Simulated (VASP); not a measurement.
# CsI: elastic constants with PBEsol

Crystal: CsI.

```
Cs I
1.0
     4.50710    0.00000    0.00000
     0.00000    4.50710    0.00000
     0.00000    0.00000    4.50710
Cs I
1 1
Direct
  0.00000 0.00000 0.00000
  0.50000 0.50000 0.50000
```

```yaml
Program: VASP 6.6.1
Task: elastic constants
Functional: PBEsol
Potentials_or_basis: VASP PAW PBE potentials, release 64 (Cs_sv, I)
Cutoff: 600 eV
k_mesh: 6 × 6 × 6
Occupations: gaussian, width 0.01 eV
Spin: no spin polarisation
Dipole_correction: no
Ions_in_elastic_constants: relaxed
Further_INCAR_settings: ALGO = Normal; EDIFF = 1e-08; NBANDS = 15; IBRION = 6; POTIM = 0.015; NSW = 1; ISIF = 3
```

The elastic constants C11, C12, C44 are 25, 7, 7 GPa, the voigt bulk modulus is 13 GPa and the highest phonon frequency at Γ, LO-TO splitting left out is 59 cm⁻¹.

Phonon frequencies in cm⁻¹ (negative: imaginary):
```
              q point     frequencies
(0.000, 0.000, 0.000)  0 0 0 59 59 59
```

Elastic tensor in Voigt notation (GPa, in the Cartesian axes of the cell as first typed):
```
25  7  7  0  0  0
 7 25  7  0  0  0
 7  7 25  0  0  0
 0  0  0  7  0  0
 0  0  0  0  7  0
 0  0  0  0  0  7
```

Clamped-ion elastic tensor (GPa):
```
25  7  7  0  0  0
 7 25  7  0  0  0
 7  7 25  0  0  0
 0  0  0  7  0  0
 0  0  0  0  7  0
 0  0  0  0  0  7
```

Wall time 11 min on 1 thread of Intel(R) Xeon(R) Platinum 8259CL CPU @ 2.50GHz (Skylake/Cascade Lake) (shared host), peak memory 0.39 GiB.

Caveat: the PAW data sets were made with another functional, which shifts forces and pressure a little.
